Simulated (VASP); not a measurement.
Write the native input for VASP 6.6.1 that does the following.

* Task: single point
* Functional: PBEsol
* Potentials or basis: VASP PAW PBE potentials, release 64 (Au)
* Cutoff: 520 eV
* k mesh: 20 × 20 × 20
* Occupations: gaussian, width 0.15 eV
* Spin: no spin polarisation
* Dipole correction: no
* Further INCAR settings: ALGO = Normal; EDIFF = 1e-06; NBANDS = 12

The structure of Au lies in POSCAR:

```
Au
1.0
    0.0000000000      2.1477750000      2.1477750000
    2.1477750000      0.0000000000      2.1477750000
    2.1477750000      2.1477750000      0.0000000000
Au
1
Direct
    0.0000000000      0.0000000000      0.0000000000
```

This cell differs from its parent crystal: strain +0.050 along x and y, +0.050 along z.

The input as run:

INCAR

```
SYSTEM = Au
ALGO = Normal ; EDIFF = 1E-6
ENCUT = 520 ; GGA = PS
ISIF = 2 ; ISMEAR = 0
LASPH = .TRUE. ; LCHARG = .FALSE.
LREAL = .FALSE. ; LWAVE = .FALSE.
NBANDS = 12 ; NELM = 100
PREC = Accurate ; SIGMA = 0.15
```

KPOINTS

```
k-points
0
G
  20 20 20
  0 0 0
```

Potentials or basis: VASP PAW PBE potentials, release 64 (Au).

Run with:

```bash
$ cat potpaw_PBE.64/Au/POTCAR > POTCAR
$ mpirun -np 1 vasp_std > vasp.out
```

Results of the run:

The pressure is -17.2 GPa.

Caveat: the cell differs from its parent crystal (strain +0.050 along x and y, +0.050 along z); the PAW data sets were made with another functional, which shifts forces and pressure a little.

It took 59 s on 1 thread of AMD EPYC 7R43 64-Core Processor (Zen 3) (shared host), peak memory 0.15 GiB.
